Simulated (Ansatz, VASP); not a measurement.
## B in VASP and in Ansatz

The input POSCAR:

```
B
1.0
    1.6491972967      0.0000000000      0.0000000000
   -0.8245986483      1.4282467548      0.0000000000
    0.0000000000      0.0000000000      3.8739147206
B
1
Direct
    0.0000000000      0.0000000000      0.0000000000
```

Contents of INCAR.step1:

```
SYSTEM = B
  ALGO = Normal
  EDIFF = 1E-4
  ENCUT = 520
  GGA = PE
  ISMEAR = 0
  LASPH = .TRUE.
  LCHARG = .FALSE.
  LREAL = .FALSE.
  LWAVE = .TRUE.
  NBANDS = 8
  NELM = 100
  PREC = Accurate
  SIGMA = 0.15
```

Contents of INCAR.step2:

```
SYSTEM = B
  ALGO = Normal
  EDIFF = 1E-6
  ENCUT = 520
  ISIF = 2
  ISMEAR = 0
  ISTART = 1
  LASPH = .TRUE.
  LCHARG = .FALSE.
  LMIXTAU = .TRUE.
  LREAL = .FALSE.
  LWAVE = .FALSE.
  METAGGA = R2SCAN
  NBANDS = 8
  NELM = 100
  PREC = Accurate
  SIGMA = 0.15
```

KPOINTS

```
k-points
0
G
  36 36 14
  0 0 0
```

Input for Ansatz:

```yaml
crystal:
  lattice:
    - [1.6491972967, 0.0, 0.0]
    - [-0.8245986483, 1.4282467548, 0.0]
    - [0.0, 0.0, 3.8739147206]
  atoms:
    - { symbol: B, position: [0.0, 0.0, 0.0] }
basis:
  ecutwfc: 500
kpoints:
  mp_grid: { grid: [36, 36, 14] }
hamiltonian:
  xc: r2scan
scf:
  occupations: { method: gaussian, width: 0.15 }
output:
  forces: true
  stress: true
  eigenvalues: true
```

Alike in both runs: task single point; functional r2SCAN; k mesh 36 × 36 × 14; occupations gaussian, width 0.15 eV; no spin polarisation.

|  | VASP | Ansatz |
| --- | --- | --- |
| version | VASP 6.6.1 | Ansatz 0.2.0 |
| potentials or method | VASP PAW PBE potentials, release 64 (B), cutoff 520 eV | scalar-relativistic, plane waves, PAW |
| valence electrons in the cell | 3 | 3 |

Ansatz gave:

| Quantity | Value |
| --- | --- |
| gap on the k mesh at the Fermi level (eV) | none |
| pressure (GPa) | 20.5 |
| traceless stress, the component that is largest in VASP (GPa) | -21.44 |

Q: What did VASP give for the same quantities?

A: gap on the k mesh at the Fermi level (eV): none; pressure (GPa): 20.6; traceless stress, the component that is largest in VASP (GPa): -21.74.

VASP's potentials were made for PBE, not for r2SCAN. A gap of «none» marks a metal or a gap that the smearing closes.
